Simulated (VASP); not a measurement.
Wanted: the native input for a VASP 6.6.1 run.

* Task: single point
* Functional: r2SCAN
* Potentials or basis: VASP PAW PBE potentials, release 64 (Mg_sv, B)
* Cutoff: 660 eV
* k mesh: 13 × 13 × 10
* Occupations: fermi-dirac, width 0.1 eV
* Spin: no spin polarisation
* Dipole correction: no
* Further INCAR settings: ALGO = Normal; EDIFF = 1e-06; NBANDS = 15

The system is MgB2.

```
Mg B
1.0
     3.07056    0.00000    0.00000
    -1.53528    2.65918    0.00000
     0.00000    0.00000    3.50868
Mg B
1 2
Direct
  0.00000 0.00000 0.00000
  0.33333 0.66667 0.50000
  0.66667 0.33333 0.50000
```

One way to write it, as run:

POSCAR

```
MgB2
1.0
    3.0705553600      0.0000000000      0.0000000000
   -1.5352776800      2.6591789400      0.0000000000
    0.0000000000      0.0000000000      3.5086786200
Mg B
1 2
Direct
    0.0000000000      0.0000000000      0.0000000000
    0.3333333300      0.6666666700      0.5000000000
    0.6666666700      0.3333333300      0.5000000000
```

INCAR.step1

```
SYSTEM = MgB2
PREC     = Accurate       ! precision mode
ENCUT    = 660            ! plane-wave cutoff, eV
ISMEAR   = -1             ! smearing method
SIGMA    = 0.1            ! smearing width, eV
LREAL    = .FALSE.        ! projectors in reciprocal space
LASPH    = .TRUE.         ! aspherical terms in the spheres
NELM     = 120            ! most SCF steps
NBANDS   = 15             ! bands
GGA      = PE             ! functional
ALGO     = Normal         ! electronic algorithm
EDIFF    = 1E-5           ! SCF threshold, eV
LWAVE    = .TRUE.         ! write WAVECAR
LCHARG   = .FALSE.        ! write CHGCAR
GGA_COMPAT= .FALSE.
```

INCAR.step2

```
SYSTEM = MgB2
PREC     = Accurate       ! precision mode
ENCUT    = 660            ! plane-wave cutoff, eV
EDIFF    = 1E-6           ! SCF threshold, eV
ISMEAR   = -1             ! smearing method
SIGMA    = 0.1            ! smearing width, eV
LREAL    = .FALSE.        ! projectors in reciprocal space
LASPH    = .TRUE.         ! aspherical terms in the spheres
NELM     = 120            ! most SCF steps
ALGO     = Normal         ! electronic algorithm
ISIF     = 2              ! what is computed and relaxed
LWAVE    = .FALSE.        ! write WAVECAR
LCHARG   = .FALSE.        ! write CHGCAR
METAGGA  = R2SCAN         ! meta-GGA
LMIXTAU  = .TRUE.       
NBANDS   = 15             ! bands
ISTART   = 1            
GGA_COMPAT= .FALSE.
```

KPOINTS

```
regular mesh
0
G
  13 13 10
  0 0 0
```

Potentials or basis: VASP PAW PBE potentials, release 64 (Mg_sv, B).

Run with:

```console
$ cat potpaw_PBE.64/Mg_sv/POTCAR potpaw_PBE.64/B/POTCAR > POTCAR
$ cp INCAR.step1 INCAR
$ mpirun -np 1 vasp_std > vasp.out
$ cp INCAR.step2 INCAR
$ mpirun -np 1 vasp_std > vasp.out
```

It gave:

```json
{"Pressure": "-0.2 GPa", "Band gap on the k mesh": "zero (bands 8 and 9 overlap by 2.90 eV)"}
```

Caveat: the PAW data sets were made with another functional, which shifts forces and pressure a little.

Run time: 4.9 min on 1 thread of Intel(R) Xeon(R) Platinum 8259CL CPU @ 2.50GHz (Skylake/Cascade Lake), on a shared host, peak memory 0.21 GiB.
